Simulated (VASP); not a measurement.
Write the native input for VASP 6.6.1 that does the following.

```yaml
Task: relaxation of cell and atoms
Functional: PBE
Potentials_or_basis: VASP PAW PBE potentials, release 64 (Mg, Ti_sv, O)
Cutoff: 600 eV
k_mesh: 10 × 10 × 4
Occupations: gaussian, width 0.1 eV
Spin: no spin polarisation
Dipole_correction: no
Further_INCAR_settings: ALGO = Normal; EDIFF = 1e-07; IBRION = 2; EDIFFG = -0.01; NSW = 100; ISIF = 3
```

The structure of Mg2Ti3O3 lies in POSCAR:

```
Mg2Ti3O3
1.0
    3.2454910296      0.0000000000      0.0000000000
    0.0000000000      3.2454910296      0.0000000000
    0.0000000000      0.0000000000      9.4486270886
Mg Ti O
2 3 3
Direct
    0.5000000000      0.5000000000      0.5000000000
    0.0000000000      0.0000000000      0.0000000000
    0.0000000000      0.0000000000      0.2682600547
    0.0000000000      0.0000000000      0.7317399453
    0.5000000000      0.5000000000      0.0000000000
    0.5000000000      0.5000000000      0.2907375093
    0.5000000000      0.5000000000      0.7092624907
    0.0000000000      0.0000000000      0.5000000000
```

The cell was built from a structure type or drawn by symmetry, and may not be a known phase.

One way to write it, as run:

INCAR

```
SYSTEM = Mg2Ti3O3
ALGO     = Normal         ! electronic algorithm
EDIFF    = 1E-7           ! SCF threshold, eV
EDIFFG   = -0.01          ! ionic threshold
ENCUT    = 600            ! plane-wave cutoff, eV
GGA      = PE             ! functional
IBRION   = 2              ! ionic algorithm
ISIF     = 3              ! what is computed and relaxed
ISMEAR   = 0              ! smearing method
LASPH    = .True.         ! aspherical terms in the spheres
LCHARG   = .False.        ! write CHGCAR
LREAL    = .False.        ! projectors in reciprocal space
LWAVE    = .False.        ! write WAVECAR
NELM     = 80             ! most SCF steps
NSW      = 100            ! ionic steps
PREC     = Accurate       ! precision mode
SIGMA    = 0.1            ! smearing width, eV
```

KPOINTS

```
k-points
0
Gamma
  10 10 4
  0 0 0
```

Potentials or basis: VASP PAW PBE potentials, release 64 (Mg, Ti_sv, O).

Run with:

```sh
$ cat potpaw_PBE.64/Mg/POTCAR potpaw_PBE.64/Ti_sv/POTCAR potpaw_PBE.64/O/POTCAR > POTCAR
$ mpirun -np 1 vasp_std > vasp.out
```

It gave:

```
Relaxed volume                        : 12.41 Å³/atom
Relaxed cell                          : a = 3.241 Å, b = 3.241 Å, c = 9.455 Å, α = 90.00°, β = 90.00°, γ = 90.00°
Space group after relaxing (to 0.1 Å) : P4/mmm (No. 123)
Energy gained by relaxing             : 0.6 meV/atom
Ionic steps                           : 4
Pressure after relaxing               : 0.0 GPa
Largest force after relaxing          : 0.010 eV/Å
Band gap on the k mesh                : zero (bands 29 and 30 overlap by 0.23 eV)
```

It took 7.8 min on 1 thread of Intel(R) Xeon(R) 6975P-C (Granite Rapids), on a shared host, peak memory 0.4 GiB.
